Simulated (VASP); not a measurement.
Input of a VASP 6.6.1 run:

INCAR

```
PREC = Accurate
ENCUT = 520
EDIFF = 1E-6
ISMEAR = -1
SIGMA = 0.08
LREAL = False
LASPH = True
NELM = 80
ALGO = Normal
ISIF = 2
LWAVE = False
LCHARG = False
GGA = PS
NBANDS = 19
```

The input KPOINTS:

```
Automatic mesh
0
Gamma
  13 13 7
```

POSCAR

```
Ti
1.0
    3.0384977962      0.0000000000      0.0000000000
   -1.5192488981      2.6314162808      0.0000000000
    0.0000000000      0.0000000000      4.6860000000
Ti
2
Direct
    0.3333333333      0.6666666667      0.2500000000
    0.6666666667      0.3333333333      0.7500000000
```

Potentials or basis: VASP PAW PBE potentials, release 64 (Ti_sv).

The run is started by

```bash
$ cat potpaw_PBE.64/Ti_sv/POTCAR > POTCAR
$ mpirun -np 1 vasp_std > vasp.out
```

Question: Estimate the band gap on the k mesh.

Answer: Zero (band 12 reaches 8.13 eV, above the bottom of band 13 at 7.13 eV).

Question: Predict the pressure.

Answer: -11.0 GPa.

Stress tensor (GPa, compression positive):
```
-11.70   0.00   0.00
  0.00 -11.70   0.00
  0.00   0.00  -9.59
```

Caveat: the cell differs from its parent crystal (equal xx and yy strain of +3 %); the PAW data sets were made with another functional, which shifts forces and pressure a little.
